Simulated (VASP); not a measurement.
Write the native input for VASP 6.6.1 that does the following.

| Item | Value |
| --- | --- |
| Task | single point |
| Functional | PBE |
| Potentials or basis | VASP PAW PBE potentials, release 64 (Zr_sv, F, Ba_sv, Be) |
| Cutoff | 520 eV |
| k mesh | 1 × 1 × 1 |
| Occupations | fermi-dirac, width 0.1637 eV |
| Spin | no spin polarisation |
| Dipole correction | no |
| Further INCAR settings | LREAL = Auto; ALGO = Normal; EDIFF = 1e-06; NBANDS = 70; ISYM = 0 |

The structure of BaZrBe3F12 lies in POSCAR:

```
BaZrBe3F12
1.0
    6.2858920000     -0.0721330000      0.0901150000
   -0.0721330000      6.3112050000      0.0957760000
    0.0901150000      0.0957760000      6.0782540000
Zr F Ba Be
1 12 1 3
Direct
    0.7596301540      0.8076022990      0.8641698769
    0.5852219668      0.7521696666      0.5980710777
    0.8871897404      0.9216204010      0.5661582719
    0.4310948058      0.7538315425      0.9362341425
    0.1533454112      0.2008664843     -0.0123130606
    0.2347227060      0.2180278824      0.3822940148
    0.6170749549      0.5820422191      0.1789039443
    0.8245635351      0.1866388523      0.3309825378
    0.6221582773      0.1295710056      0.7052389410
    0.0639083147      0.8786700371      0.9498012753
    0.5595099396      0.9887360371      0.2395099940
    0.2328847807      0.7656669715      0.3745245046
    0.8466672164      0.5144236946      0.7742467064
    0.2820159051      0.4376331609      0.6948928727
    0.0675498401      0.1562364905      0.2475260231
    0.4384745699      0.7213231037      0.1934462467
    0.6419938283     -0.0087969321      0.4664548834
```

These files were run (other wordings do the same):

INCAR

```
PREC     = Accurate       # precision mode
ENCUT    = 520            # plane-wave cutoff, eV
EDIFF    = 1E-6           # SCF threshold, eV
ISMEAR   = -1             # smearing method
SIGMA    = 0.1637         # smearing width, eV
LREAL    = Auto         
LASPH    = True           # aspherical terms in the spheres
NELM     = 100            # most SCF steps
ALGO     = Normal         # electronic algorithm
ISIF     = 2              # what is computed and relaxed
LWAVE    = False          # write WAVECAR
LCHARG   = False          # write CHGCAR
GGA      = PE             # functional
NBANDS   = 70             # bands
ISYM     = 0
```

KPOINTS

```
regular mesh
0
Gamma
  1 1 1
```

Potentials or basis: VASP PAW PBE potentials, release 64 (Zr_sv, F, Ba_sv, Be).

Launch:

```sh
$ cat potpaw_PBE.64/Zr_sv/POTCAR potpaw_PBE.64/F/POTCAR potpaw_PBE.64/Ba_sv/POTCAR potpaw_PBE.64/Be/POTCAR > POTCAR
$ mpirun -np 1 vasp_gam > vasp.out
```

Results of the run:

```
Pressure               : 2.8 GPa
Largest force          : 3.626 eV/Å
Band gap on the k mesh : 4.64 eV
```

Caveat: the k points lie up to 1.03 Å⁻¹ apart; spin-orbit coupling is left out, which moves the levels of the heavy elements.

It took 43 s on 1 thread of AMD EPYC 7R43 64-Core Processor (Zen 3), with other jobs on the host, peak memory 0.26 GiB.
